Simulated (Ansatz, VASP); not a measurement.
# One calculation of Cu, two programs

```
Cu
1.0
     0.00000    1.83267    1.83267
     1.83267    0.00000    1.83267
     1.83267    1.83267    0.00000
Cu
1
Cartesian
  0.0000 0.0000 0.0000
```

Alike in both runs: task single point; functional PBE; k mesh 12 × 12 × 12; occupations fermi-dirac, width 0.0612256 eV; no spin polarisation.

```csv
,VASP,Ansatz
version,VASP 6.6.1,Ansatz 0.2 development build
potentials or method,"VASP PAW PBE potentials, release 64 (Cu), cutoff 600 eV","all-electron full-potential LAPW, scalar-relativistic"
```

```tsv
	VASP	Ansatz	Ansatz less VASP
pressure (GPa)	-3.3	-3.9	-0.62
```

Ansatz ran all-electron here, and VASP with PAW potentials.
